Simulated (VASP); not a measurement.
A run of VASP 6.6.1 is set up as follows.

The input INCAR:

```
SYSTEM = W
PREC     = Accurate       ! precision mode
ENCUT    = 520            ! plane-wave cutoff, eV
EDIFF    = 1E-7           ! SCF threshold, eV
ISMEAR   = 0              ! smearing method
SIGMA    = 0.15           ! smearing width, eV
LREAL    = .FALSE.        ! projectors in reciprocal space
LASPH    = .TRUE.         ! aspherical terms in the spheres
NELM     = 100            ! most SCF steps
ALGO     = Fast           ! electronic algorithm
ISIF     = 2              ! what is computed and relaxed
LWAVE    = .FALSE.        ! write WAVECAR
LCHARG   = .FALSE.        ! write CHGCAR
GGA      = PS             ! functional
NBANDS   = 21             ! bands
```

Contents of KPOINTS:

```
regular mesh
0
G
  12 12 8
  0 0 0
```

File POSCAR:

```
W
1.0
    0.0000000000     -1.9989957667     -1.9989957667
    0.0000000000      1.9989957667     -1.9989957667
    3.9979915334      0.0000000000      0.0000000000
W
2
Direct
    0.4559001456      0.4434172402      0.5243729239
    0.0440998544      0.0565827598     -0.0243729239
```

Potentials or basis: VASP PAW PBE potentials, release 64 (W_sv).

Command:

```bash
$ cat potpaw_PBE.64/W_sv/POTCAR > POTCAR
$ mpirun -np 1 vasp_std > vasp.out
```

(1) Estimate the band gap on the k mesh.

(2) What does it give for the largest force?

Results:

(1) zero (bands 14 and 15 overlap by 3.71 eV).

(2) 2.910 eV/Å.

Caveat: the cell differs from its parent crystal (atom 1 moved 0.45 Å); the PAW data sets were made with another functional, which shifts forces and pressure a little; spin-orbit coupling is left out, which moves the levels of the heavy elements.
